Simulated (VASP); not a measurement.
Runs of VASP 6.6.1 on BN. The structure is that of space group P6_3mc (No. 186), or close to it. The cells are those of the table. 

| task | cell | cutoff (eV) | gap on the mesh (eV) | pressure (GPa) | largest force (eV/Å) |
| --- | --- | --- | --- | --- | --- |
| single point | a = 2.626, b = 2.626, c = 4.344 Å, angles 90.0, 90.0, 120.0°, 4 atoms | 520 | 5.88 | -30.5 | - |
| single point | a = 2.544, b = 2.544, c = 4.208 Å, angles 90.0, 90.0, 120.0°, 4 atoms | 520 | 5.72 | 1.1 | - |
| single point | a = 2.594, b = 2.594, c = 4.290 Å, angles 90.0, 90.0, 120.0°, 4 atoms | 520 | 5.82 | (b) | 0.01 |
| single point | a = 2.492, b = 2.492, c = 4.123 Å, angles 90.0, 90.0, 120.0°, 4 atoms | 520 | (a) | 28.5 | 0.01 |
| relaxation of shape and atoms at fixed volume | relaxed from a = 2.465, b = 2.465, c = 4.079 Å, angles 90.0, 90.0, 120.0°, 4 atoms | 600 | 5.51 | 45.4 | - |
| relaxation of shape and atoms at fixed volume | relaxed from a = 2.437, b = 2.437, c = 4.034 Å, angles 90.0, 90.0, 120.0°, 4 atoms | 600 | 5.43 | 64.8 | - |
| relaxation of cell and atoms | relaxed from a = 2.554, b = 2.554, c = 4.227 Å, angles 90.0, 90.0, 120.0°, 4 atoms | 600 | 5.72 | -0.1 | - |
| single point | a = 2.437, b = 2.437, c = 4.035 Å, angles 90.0, 90.0, 120.0°, 4 atoms | 520 | 5.43 | 64.7 | 0.01 |

Alike in all rows: level r2SCAN; potentials or basis VASP PAW PBE potentials, release 64 (B, N); no spin polarisation; k mesh 12 × 12 × 6; smearing gaussian 0.02 eV.

Problem. Fill in the values left out.

Solution. (a) 5.59; (b) -19.6.

Caveats: the PAW data sets were made with another functional, which shifts forces and pressure a little.

A k mesh can miss the band edges.
